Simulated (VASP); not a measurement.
# C in VASP: a series of runs

Runs on C. Level: PBE+D3(BJ). Tasks: single point.

All numbers are computed with VASP 6.6.1; they aren't measurements. Logs are shortened: lines on timing, memory, paths and dates and some standing lists are left out, and cuts for length are marked.

### Step 1. The cell of the first run

The cell holds a slab with vacuum, 2 atoms: a = 2.525 Å, b = 2.525 Å, c = 8.063 Å, α = 90.00°, β = 90.00°, γ = 120.00°.

### Step 2. Single point, PBE+D3(BJ)

Contents of INCAR:

```
SYSTEM = C
PREC = Accurate
ENCUT = 520
EDIFF = 1E-7
ISMEAR = 0
SIGMA = 0.15
LREAL = .False.
LASPH = .True.
NELM = 80
ALGO = Normal
ISIF = 2
LWAVE = .False.
LCHARG = .False.
GGA = PE
IVDW = 12
NBANDS = 11
```

Contents of KPOINTS:

```
Automatic mesh
0
Gamma
  24 24 6
  0 0 0
```

Contents of POSCAR:

```
C
1.0
    2.5253941810      0.0000000000      0.0000000000
   -1.2626970905      2.1870555153      0.0000000000
    0.0000000000      0.0000000000      8.0629130006
C
2
Direct
    0.3333333333      0.6666666667      0.0000000000
    0.6666666667      0.3333333333      0.0000000000
```

Potentials or basis: VASP PAW PBE potentials, release 64 (C).

Command:

```console
$ cat potpaw_PBE.64/C/POTCAR > POTCAR
$ mpirun -np 1 vasp_std > vasp.out
```

OUTCAR:

```text
SYSTEM = C
   PREC = Accurate
   ENCUT = 520
   EDIFF = 1E-7
   ISMEAR = 0
   LREAL = .False.
   LASPH = .True.
   NELM = 80
   ISIF = 2
   GGA = PE
   IVDW = 12
 IVDW          = 12

 ion  position               nearest neighbor table
   1  0.333  0.667  0.000-   2 1.46   2 1.46   2 1.46
   2  0.667  0.333  0.000-   1 1.46   1 1.46   1 1.46

  LATTYP: Found a hexagonal cell.
 ALAT       =     2.5253941810
 C/A-ratio  =     3.1927344496

  Lattice vectors:

 A1 = (   2.5253941810,   0.0000000000,   0.0000000000)
 A2 = (  -1.2626970905,   2.1870555153,   0.0000000000)
 A3 = (   0.0000000000,   0.0000000000,   8.0629130006)

Analysis of symmetry for initial positions (statically):
=====================================================================
 Subroutine PRICEL returns:
 Original cell was already a primitive cell.

 Routine SETGRP: Setting up the symmetry group for a
 hexagonal supercell.

 Subroutine GETGRP returns: Found 24 space group operations
 (whereof 24 operations were pure point group operations)
 out of a pool of 24 trial point group operations.

The static configuration has the point symmetry D_6h.

Analysis of symmetry for dynamics (positions and initial velocities):
=====================================================================
 Subroutine PRICEL returns:
 Original cell was already a primitive cell.

 Routine SETGRP: Setting up the symmetry group for a
 hexagonal supercell.

 Subroutine GETGRP returns: Found 24 space group operations
 (whereof 24 operations were pure point group operations)
 out of a pool of 24 trial point group operations.

The dynamic configuration has the point symmetry D_6h.

 Subroutine INISYM returns: Found 24 space group operations
 (whereof 24 operations are pure point group operations),
 and found     1 'primitive' translations

----------------------------------------------------------------------------------------

                                     Primitive cell

  volume of cell :      44.5329

  direct lattice vectors                    reciprocal lattice vectors
     2.525394181  0.000000000  0.000000000     0.395977787  0.228617882  0.000000000
    -1.262697090  2.187055515  0.000000000     0.000000000  0.457235764  0.000000000
     0.000000000  0.000000000  8.062913001     0.000000000  0.000000000  0.124024655

  length of vectors
     2.525394181  2.525394181  8.062913001     0.457235764  0.457235764  0.124024655

  position of ions in fractional coordinates (direct lattice)
     0.333333333  0.666666667  0.000000000
     0.666666667  0.333333333  0.000000000

  ion indices of the primitive-cell ions
   primitive index   ion index
                 1           1
                 2           2

----------------------------------------------------------------------------------------

 KPOINTS: Automatic mesh

Automatic generation of k-mesh.
 Grid dimensions read from file:
 generate k-points for:   24   24    6

 Generating k-lattice:

  Cartesian coordinates                     Fractional coordinates (reciprocal lattice)
     0.016499074  0.009525745  0.000000000     0.041666667  0.000000000  0.000000000
     0.000000000  0.019051490  0.000000000     0.000000000  0.041666667  0.000000000
     0.000000000  0.000000000  0.020670776     0.000000000  0.000000000  0.166666667

  Length of vectors
     0.019051490  0.019051490  0.020670776

  Shift w.r.t. Gamma in fractional coordinates (k-lattice)
     0.000000000  0.000000000  0.000000000

 Subroutine IBZKPT returns following result:
 ===========================================

 Found    244 irreducible k-points:

 Following reciprocal coordinates:
            Coordinates               Weight
  0.000000  0.000000  0.000000      1.000000
  0.041667  0.000000  0.000000      6.000000
  0.083333 -0.000000  0.000000      6.000000
  0.125000 -0.000000  0.000000      6.000000
  0.166667  0.000000  0.000000      6.000000
  0.208333 -0.000000  0.000000      6.000000
[... 16 lines left out ...]
  0.416667  0.041667  0.000000     12.000000
  0.458333  0.041667  0.000000     12.000000
 [... further k-points ...]
   k-points           NKPTS =    244   k-points in BZ     NKDIM =    244   number of bands    NBANDS=     11
   number of dos      NEDOS =    301   number of ions     NIONS =      2
   total plane-waves  NPLWV =  24000
   dimension x,y,z NGX =    20 NGY =   20 NGZ =   60
   dimension x,y,z NGXF=    40 NGYF=   40 NGZF=  120
   ions per type =               2
   NGX,Y,Z   is equivalent  to a cutoff of  13.17, 13.17, 12.37 a.u.
   NGXF,Y,Z  is equivalent  to a cutoff of  26.33, 26.33, 24.74 a.u.
 SYSTEM =  C
   PREC   = accura    normal or accurate (medium, high low for compatibility)
   ISTART =      0    job   : 0-new  1-cont  2-samecut
   ICHARG =      2    charge: 1-file 2-atom 10-const
   ISPIN  =      1    spin polarized calculation?
   LNONCOLLINEAR =      F non collinear calculations
   LSORBIT =      F    spin-orbit coupling
   LASPH  =      T    aspherical Exc in radial PAW
   ENCUT  =  520.0 eV  38.22 Ry    6.18 a.u.   4.70  4.70 14.99*2*pi/ulx,y,z
   NELM   =     80;   NELMIN=  2; NELMDL= -5     # of ELM steps
   EDIFF  = 0.1E-06   stopping-criterion for ELM
   LREAL  =      F    real-space projection
   EDIFFG = 0.1E-05   stopping-criterion for IOM
   NSW    =      0    number of steps for IOM
   IBRION =     -1    ionic relax: 0-MD 1-quasi-New 2-CG
   NFREE  =      0    steps in history (QN), initial steepest desc. (CG)
   ISIF   =      2    stress and relaxation
   ISYM   =      2    0-nonsym 1-usesym 2-fastsym
   POTIM  = 0.5000    time-step for ionic-motion
   TEBEG  =    0.0;   TEEND  =   0.0 temperature during run
   PSTRESS=    0.0 pullay stress
   NELECT =       8.0000    total number of electrons
   NUPDOWN=      -1.0000    fix difference up-down
   EMIN   =  10.00;   EMAX   =-10.00  energy-range for DOS
   EFERMI =   0.00;   METHOD = LEGACY
   ISMEAR =     0;   SIGMA  =   0.15  broadening in eV -4-tet -1-fermi 0-gaus
   EFERMI_NEDOS =   21; number of points for ismear=-14 and -15
   IALGO  =     38    algorithm
   IMIX   =      4    mixing-type and parameters
     AMIX     =   0.40;   BMIX     =  1.00
     AMIX_MAG =   1.60;   BMIX_MAG =  1.00
  volume/ion in A,a.u.               =      22.27       150.26
  Fermi-wavevector in a.u.,A,eV,Ry     =   0.923729  1.745594 11.609511  0.853275
  Thomas-Fermi vector in A             =   2.049397
   LORBIT       =      0    0 simple, 1 ext, 2 COOP (PROOUT), +10 PAW based schemes
   GGA     = PE    functional components
   LHFCALC =     F    Hartree Fock is set to
   AEXX    =    0.0000 exact exchange contribution
   IVDW    =    12    specifies the selected vdW correction
   LEPSILON=     F    determine dielectric tensor
   LRPA    =     F    only Hartree local field effects (RPA)
 non-spin polarized calculation
 Gauss-broadening in eV      SIGMA  =   0.15
  energy-cutoff  :      520.00
  volume of cell :       44.53
 maximum number of plane-waves:      1221
 NGX is ok and might be reduce to    20

 number of electron       8.0000001 magnetization

 Free energy of the ion-electron system (eV)
  ---------------------------------------------------
  ext. energy  EPLUGINS =         0.00000000
  ---------------------------------------------------
  free energy    TOTEN  =       -18.38212143 eV

  energy without entropy =      -18.38153373  energy(sigma->0) =      -18.38182758

 E-fermi :  -0.8109     XC(G=0):  -5.1929

 val. band max:       -0.8109357268   @ k =   0.3333   0.3333   0.3333
 cond. band min:      -0.8108210659   @ k =   0.3333   0.3333   0.1667
 fundamental gap:      0.0001146610
 Fermi energy:        -0.8108742956

 k-point     1 :       0.0000    0.0000    0.0000
  band No.  band energies     occupation
      1     -19.7669      2.00000
      2      -7.9580      2.00000
      3      -3.8770      2.00000
      4      -3.8770      2.00000
      5       2.3296      0.00000
      6       5.0123      0.00000
      7       6.9157      0.00000
      8       7.0398      0.00000
      9       7.0398      0.00000
     10       9.7707      0.00000
     11      10.1086      0.00000

 k-point     2 :       0.0417    0.0000    0.0000
  band No.  band energies     occupation
      1     -19.7276      2.00000
      2      -7.9118      2.00000
      3      -4.0424      2.00000
      4      -3.9596      2.00000
      5       2.3829      0.00000
      6       5.0636      0.00000
      7       6.9475      0.00000
      8       7.0808      0.00000
      9       7.2059      0.00000
     10       9.6408      0.00000
     11      10.1882      0.00000

 k-point     3 :       0.0833   -0.0000    0.0000
  band No.  band energies     occupation
      1     -19.6097      2.00000
      2      -7.7733      2.00000
      3      -4.5121      2.00000
      4      -4.1906      2.00000
      5       2.5429      0.00000
      6       5.2176      0.00000
      7       7.0135      0.00000
      8       7.1989      0.00000
      9       7.6866      0.00000
     10       9.2633      0.00000
     11      10.4441      0.00000

 k-point     4 :       0.1250   -0.0000    0.0000
  band No.  band energies     occupation
      1     -19.4136      2.00000
      2      -7.5437      2.00000
      3      -5.2225      2.00000
      4      -4.5292      2.00000
      5       2.8094      0.00000
      6       5.4731      0.00000
      7       7.0203      0.00000
      8       7.4262      0.00000
      9       8.4370      0.00000
     10       8.6679      0.00000
     11      10.8969      0.00000
[... 239 lines left out ...]
 k-point    22 :       0.3750    0.0417    0.0000
  band No.  band energies     occupation
      1     -16.2930      2.00000
      2     -11.7442      2.00000
      3      -6.9285      2.00000
      4      -4.1059      2.00000
      5       2.2789      0.00000
      6       6.1870      0.00000
      7       7.1688      0.00000
      8       9.5708      0.00000
      9      11.5527      0.00000
     10      13.0668      0.00000
     11      14.4602      0.00000

 k-point    23 :       0.4167    0.0417    0.0000
  band No.  band energies     occupation
      1     -15.5895      2.00000
      2     -12.6769      2.00000
      3      -7.0808      2.00000
      4      -3.4813      2.00000
      5       1.4323      0.00000
      6       6.1009      0.00000
      7       8.2137      0.00000
      8      10.4938      0.00000
      9      11.8499      0.00000
     10      12.5383      0.00000
     11      13.6220      0.00000

 k-point    24 :       0.4583    0.0417    0.0000
  band No.  band energies     occupation
      1     -14.9497      2.00000
      2     -13.4327      2.00000
      3      -7.1578      2.00000
      4      -3.0596      2.00000
      5       0.8970      0.00000
      6       6.0559      0.00000
      7       9.3525      0.00000
      8      10.5852      0.00000
      9      11.3882      0.00000
     10      12.7479      0.00000
     11      13.5589      0.00000

 [... further k-points ...]

------------------------ aborting loop because EDIFF is reached ----------------------------------------

 Edisp (eV)   -0.17769

 E8    (eV) :    -0.0545

  FORCE on cell =-STRESS in cart. coord.  units (eV):
  Direction    XX          YY          ZZ          XY          YZ          ZX
  --------------------------------------------------------------------------------------
  -------------------------------------------------------------------------------------
  Total      -3.08895    -3.08895    -0.02863     0.00000     0.00000    -0.00000
  in kB    -111.13230  -111.13230    -1.03006     0.00000     0.00000    -0.00000
  external pressure =      -74.43 kB  Pullay stress =        0.00 kB

 VOLUME and BASIS-vectors are now :
 -----------------------------------------------------------------------------
  energy-cutoff  :      520.00
  volume of cell :       44.53
      direct lattice vectors                 reciprocal lattice vectors
     2.525394181  0.000000000  0.000000000     0.395977787  0.228617882  0.000000000
    -1.262697090  2.187055515  0.000000000     0.000000000  0.457235764  0.000000000
     0.000000000  0.000000000  8.062913001     0.000000000  0.000000000  0.124024655

 POSITION                                       TOTAL-FORCE (eV/Angst)
 -----------------------------------------------------------------------------------
     -0.00000      1.45804      0.00000         0.000000      0.000000      0.000000
      1.26270      0.72902      0.00000        -0.000000     -0.000000      0.000000
 -----------------------------------------------------------------------------------
    total drift:                                0.000000     -0.000000     -0.000000

  FREE ENERGIE OF THE ION-ELECTRON SYSTEM (eV)
  ---------------------------------------------------
  free  energy   TOTEN  =       -18.5598150470 eV

  energy  without entropy=      -18.5592273496  energy(sigma->0) =      -18.55952120
```

Run time: 55 s. Hardware: 1 thread of Intel Xeon Platinum 8488C (Sapphire Rapids), shared host; peak memory 0.23 GiB.

What came out:

| Property | Result |
| --- | --- |
| Free energy | -18.5598 eV |
| Band gap on the k mesh | zero (filled and empty bands touch) |
| Dispersion energy per atom | -0.089 eV |

Levels at points of the mesh, in eV from the Fermi level:
| k point | band 2 | band 3 | band 4 | band 5 | band 6 | band 7 |
| --- | --- | --- | --- | --- | --- | --- |
| (0.00, 0.00, 0.00) | -7.15 | -3.07 | -3.07 | 3.14 | 5.82 | 7.73 |
| (0.50, 0.00, 0.00) | -12.79 | -6.22 | -2.22 | 1.64 | 6.68 | 10.66 |
| (0.00, 0.00, 0.50) | -7.15 | -3.07 | -3.07 | 3.96 | 4.10 | 7.85 |
| (0.50, 0.00, 0.50) | -12.79 | -6.22 | -2.22 | 1.64 | 6.68 | 11.37 |

### Step 3. Single point, PBE+D3(BJ)

This run uses another cell than the first one, of the same volume but with other edges.

Contents of INCAR:

```
PREC     = Accurate       # precision mode
ENCUT    = 520            # plane-wave cutoff, eV
EDIFF    = 1E-6           # SCF threshold, eV
ISMEAR   = 0              # smearing method
SIGMA    = 0.15           # smearing width, eV
LREAL    = False          # projectors in reciprocal space
LASPH    = True           # aspherical terms in the spheres
NELM     = 100            # most SCF steps
ALGO     = Normal         # electronic algorithm
ISIF     = 2              # what is computed and relaxed
LWAVE    = False          # write WAVECAR
LCHARG   = True           # write CHGCAR
GGA      = PE             # functional
IVDW     = 12             # dispersion correction
LELF     = True           # ELF
LVHAR    = True         
NBANDS   = 11             # bands
```

Contents of KPOINTS:

```
Automatic mesh
0
Gamma
  24 24 6
```

Contents of POSCAR:

```
C
1.0
    2.3793640170      0.0000000000      0.0000000000
   -1.1896820085      2.0605896836      0.0000000000
    0.0000000000      0.0000000000      9.0829839262
C
2
Direct
    0.3333333333      0.6666666667      0.0000000000
    0.6666666667      0.3333333333      0.0000000000
```

Potentials or basis: VASP PAW PBE potentials, release 64 (C).

Command:

```console
$ cat potpaw_PBE.64/C/POTCAR > POTCAR
$ mpirun -np 1 vasp_std > vasp.out
```

Run time: 62 s. Hardware: 1 thread of Intel Xeon Platinum 8488C (Sapphire Rapids), shared host; peak memory 0.22 GiB.

The run converged. Its results:

| Quantity | Value |
| --- | --- |
| Free energy | -18.4336 eV |
| Band gap on the k mesh | zero (filled and empty bands touch) |
| Dispersion energy per atom | -0.088 eV |

Levels at points of the mesh, in eV from the Fermi level:
```csv
k point,band 1,band 2,band 3,band 4,band 5,band 6,band 7,band 8,band 9
"(0.00, 0.00, 0.00)",-20.40,-8.37,-2.99,-2.99,2.71,4.68,6.17,9.03,9.03
"(0.50, 0.00, 0.00)",-14.65,-13.95,-6.72,-2.58,1.72,8.45,11.21,11.34,12.83
"(0.00, 0.00, 0.50)",-20.40,-8.37,-2.99,-2.99,3.24,3.48,7.89,9.03,9.03
"(0.50, 0.00, 0.50)",-14.65,-13.95,-6.72,-2.58,1.72,8.45,11.58,11.75,12.06
```

### Step 4. Single point, PBE+D3(BJ)

This run uses another cell than the first one, of the same volume but with other edges.

Contents of INCAR:

```
  PREC = Accurate
  ENCUT = 520
  EDIFF = 1E-6
  ISMEAR = 0
  SIGMA = 0.15
  LREAL = False
  LASPH = True
  NELM = 100
  ALGO = Normal
  ISIF = 2
  LWAVE = False
  LCHARG = False
  GGA = PE
  IVDW = 12
  NBANDS = 11
```

Contents of KPOINTS:

```
regular mesh
0
Gamma
  24 24 6
```

Contents of POSCAR:

```
C
1.0
    2.4898205103      0.0000000000      0.0000000000
   -1.2449102552      2.1562478128      0.0000000000
    0.0000000000      0.0000000000      8.2949590090
C
2
Direct
    0.3333333333      0.6666666667      0.0000000000
    0.6666666667      0.3333333333      0.0000000000
```

Command:

```console
$ cat potpaw_PBE.64/C/POTCAR > POTCAR
$ mpirun -np 1 vasp_std > vasp.out
```

Run time: 59 s. Hardware: 1 thread of Intel Xeon Platinum 8488C (Sapphire Rapids), shared host; peak memory 0.23 GiB.

It converged, with:

| Quantity | Value |
| --- | --- |
| Free energy | -18.6210 eV |
| Band gap on the k mesh | zero (filled and empty bands touch) |
| Dispersion energy per atom | -0.090 eV |

Levels at points of the mesh, in eV from the Fermi level:
```
           k point  band 2  band 3  band 4  band 5  band 6  band 7
(0.00, 0.00, 0.00)   -7.42   -3.06   -3.06    3.05    5.53    7.33
(0.50, 0.00, 0.00)  -13.06   -6.34   -2.30    1.66    7.09   10.79
(0.00, 0.00, 0.50)   -7.42   -3.06   -3.06    3.85    3.88    8.12
(0.50, 0.00, 0.50)  -13.06   -6.34   -2.30    1.66    7.09   11.40
```

### Step 5. Single point, PBE+D3(BJ)

This run uses another cell than the first one, of the same volume but with other edges.

Contents of INCAR:

```
SYSTEM = C
PREC     = Accurate       ! precision mode
ENCUT    = 520            ! plane-wave cutoff, eV
EDIFF    = 1E-6           ! SCF threshold, eV
ISMEAR   = 0              ! smearing method
SIGMA    = 0.15           ! smearing width, eV
LREAL    = .False.        ! projectors in reciprocal space
LASPH    = .True.         ! aspherical terms in the spheres
NELM     = 100            ! most SCF steps
ALGO     = Normal         ! electronic algorithm
ISIF     = 2              ! what is computed and relaxed
LWAVE    = .False.        ! write WAVECAR
LCHARG   = .False.        ! write CHGCAR
GGA      = PE             ! functional
IVDW     = 12             ! dispersion correction
NBANDS   = 11             ! bands
```

Contents of KPOINTS:

```
Automatic mesh
0
Gamma
  24 24 6
  0 0 0
```

Contents of POSCAR:

```
C
1.0
    2.4165475857      0.0000000000      0.0000000000
   -1.2082737929      2.0927915987      0.0000000000
    0.0000000000      0.0000000000      8.8056135463
C
2
Direct
    0.3333333333      0.6666666667      0.0000000000
    0.6666666667      0.3333333333      0.0000000000
```

Command:

```console
$ cat potpaw_PBE.64/C/POTCAR > POTCAR
$ mpirun -np 1 vasp_std > vasp.out
```

It took 56 s on 1 thread of Intel Xeon Platinum 8488C (Sapphire Rapids), shared host; peak memory 0.22 GiB.

The run converged. Its results:

| Property | Result |
| --- | --- |
| Free energy | -18.5684 eV |
| Band gap on the k mesh | zero (filled and empty bands touch) |
| Dispersion energy per atom | -0.090 eV |

Levels at points of the mesh, in eV from the Fermi level:
```
           k point  band 1  band 2  band 3  band 4  band 5  band 6  band 7  band 8
(0.00, 0.00, 0.00)  -20.02   -8.04   -3.02   -3.02    2.83    4.96    6.54    8.71
(0.50, 0.00, 0.00)  -14.49  -13.63   -6.59   -2.48    1.70    7.97   11.07   11.20
(0.00, 0.00, 0.50)  -20.02   -8.04   -3.02   -3.02    3.46    3.60    8.39    8.71
(0.50, 0.00, 0.50)  -14.49  -13.63   -6.59   -2.48    1.70    7.97   11.51   11.69
```

(Continued in part 2 of 2.)
